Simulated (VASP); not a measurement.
Wanted: the native input for a VASP 6.6.1 run.

| Quantity | Value |
| --- | --- |
| Task | single point |
| Functional | PBEsol |
| Potentials or basis | VASP PAW PBE potentials, release 64 (Be, Sb, Bi_d) |
| Cutoff | 520 eV |
| k mesh | 6 × 6 × 6 |
| Occupations | gaussian, width 0.1 eV |
| Spin | no spin polarisation |
| Dipole correction | no |
| Further INCAR settings | ALGO = Fast; EDIFF = 1e-07; NBANDS = 22 |

The structure of Be2BiSb2 lies in POSCAR:

```
Be2BiSb2
1.0
   -1.9001327035      3.0072228826      3.9851575010
    1.9001327035     -3.0072228826      3.9851575010
    1.9001327035      3.0072228826     -3.9851575010
Be Sb Bi
2 2 1
Direct
    0.7191387499      0.2191387499      0.5000000000
    0.2808612501      0.7808612501      0.5000000000
    0.7030709111      0.5000000000      0.2030709111
    0.2969290889      0.5000000000      0.7969290889
    0.0000000000      0.0000000000      0.0000000000
```

These files were run (other wordings do the same):

INCAR

```
SYSTEM = Be2BiSb2
PREC     = Accurate       ! precision mode
ENCUT    = 520            ! plane-wave cutoff, eV
EDIFF    = 1E-7           ! SCF threshold, eV
ISMEAR   = 0              ! smearing method
SIGMA    = 0.1            ! smearing width, eV
LREAL    = .False.        ! projectors in reciprocal space
LASPH    = .True.         ! aspherical terms in the spheres
NELM     = 80             ! most SCF steps
ALGO     = Fast           ! electronic algorithm
ISIF     = 2              ! what is computed and relaxed
LWAVE    = .False.        ! write WAVECAR
LCHARG   = .False.        ! write CHGCAR
GGA      = PS             ! functional
NBANDS   = 22             ! bands
```

KPOINTS

```
regular mesh
0
Gamma
  6 6 6
  0 0 0
```

Potentials or basis: VASP PAW PBE potentials, release 64 (Be, Sb, Bi_d).

Run with:

```sh
$ cat potpaw_PBE.64/Be/POTCAR potpaw_PBE.64/Sb/POTCAR potpaw_PBE.64/Bi_d/POTCAR > POTCAR
$ mpirun -np 1 vasp_std > vasp.out
```

It gave:

```yaml
Pressure: 35.2 GPa
Largest_force: 0.287 eV/Å
Band_gap_on_the_k_mesh: zero (an odd number of electrons rules out a gap without spin polarisation)
```

Caveat: the cell stands under pressure; the PAW data sets were made with another functional, which shifts forces and pressure a little; spin-orbit coupling is left out, which moves the levels of the heavy elements.

Run time: 110 s on 1 thread of AMD EPYC 9R45 96-Core Processor (Zen 5) (shared host), peak memory 0.27 GiB.
